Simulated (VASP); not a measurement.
Here is a VASP 6.6.1 calculation.

File POSCAR:

```
Cu
1.0
    0.0000000000      1.8075000000      1.7894250000
    1.8075000000      0.0000000000      1.7894250000
    1.8075000000      1.8075000000      0.0000000000
Cu
1
Direct
    0.0000000000      0.0000000000      0.0000000000
```

File INCAR.step1:

```
PREC = Accurate ; ENCUT = 520
ISMEAR = -1 ; SIGMA = 0.1
LREAL = F ; LASPH = T
NELM = 60 ; NBANDS = 12
GGA = PE ; ALGO = Normal
EDIFF = 1E-4 ; LWAVE = T
LCHARG = F
```

The input INCAR.step2:

```
PREC = Accurate ; ENCUT = 520
EDIFF = 1E-6 ; ISMEAR = -1
SIGMA = 0.1 ; LREAL = F
LASPH = T ; NELM = 60
ALGO = Normal ; ISIF = 2
LWAVE = F ; LCHARG = F
METAGGA = R2SCAN ; LMIXTAU = T
IVDW = 12 ; VDW_S6 = 1.0
VDW_S8 = 0.78981345 ; VDW_A1 = 0.49484001
VDW_A2 = 5.73083694 ; NBANDS = 12
ISTART = 1
```

Contents of KPOINTS:

```
regular mesh
0
Gamma
  16 16 16
```

Potentials or basis: VASP PAW PBE potentials, release 64 (Cu).

Command:

```bash
$ cat potpaw_PBE.64/Cu/POTCAR > POTCAR
$ cp INCAR.step1 INCAR
$ mpirun -np 1 vasp_std > vasp.out
$ cp INCAR.step2 INCAR
$ mpirun -np 1 vasp_std > vasp.out
```

(1) Estimate the pressure.

(2) What does it give for the dispersion energy per atom?

Answers

(1) -6.5 GPa.

(2) -0.277 eV.

Caveat: three body term missing; the PAW data sets were made with another functional, which shifts forces and pressure a little; pairwise dispersion overbinds metals, which lowers pressure and volume.
